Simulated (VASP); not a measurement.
Set up this calculation in VASP 6.6.1, as the native input.

```
Task                   : single point
Functional             : PBEsol
Potentials or basis    : VASP PAW PBE potentials, release 64 (Sn_d, O)
Cutoff                 : 520 eV
k mesh                 : 5 × 5 × 4
Occupations            : fermi-dirac, width 0.05 eV
Spin                   : no spin polarisation
Dipole correction      : no
Further INCAR settings : ALGO = Normal; EDIFF = 1e-06; NBANDS = 35
```

The structure of SnO2 (an interface model) lies in POSCAR:

```
SnO2
1.0
    4.4279340000      0.0000000000      0.0000000000
    0.0000000000      4.4279340000      0.0000000000
    0.0000000000      0.0000000000      3.4273534398
Sn O
2 4
Direct
    1.0000000000      0.0000000000      0.0000000000
    0.5000000000      0.5000000000      0.5000000000
    0.3103568000      0.3103568000      0.0000000000
    0.6896432000      0.6896432000      0.0000000000
    0.1896432000      0.8103568000      0.5000000000
    0.8103568000      0.1896432000      0.5000000000
```

One way to write it, as run:

INCAR

```
  PREC = Accurate
  ENCUT = 520
  EDIFF = 1E-6
  ISMEAR = -1
  SIGMA = 0.05
  LREAL = False
  LASPH = True
  NELM = 120
  ALGO = Normal
  ISIF = 2
  LWAVE = False
  LCHARG = False
  GGA = PS
  NBANDS = 35
  GGA_COMPAT = False
```

KPOINTS

```
Automatic mesh
0
Gamma
  5 5 4
```

Potentials or basis: VASP PAW PBE potentials, release 64 (Sn_d, O).

Run with:

```bash
$ cat potpaw_PBE.64/Sn_d/POTCAR potpaw_PBE.64/O/POTCAR > POTCAR
$ mpirun -np 1 vasp_std > vasp.out
```

It gave:

The pressure is 17.0 GPa. The largest force is 0.008 eV/Å and the band gap on the k mesh is 1.61 eV, direct.

Caveat: the k points lie up to 0.46 Å⁻¹ apart; the PAW data sets were made with another functional, which shifts forces and pressure a little; spin-orbit coupling is left out, which moves the levels of the heavy elements.

It took 39 s on 1 thread of AMD EPYC 7R13 Processor (Zen 3), on a shared host, peak memory 0.16 GiB.
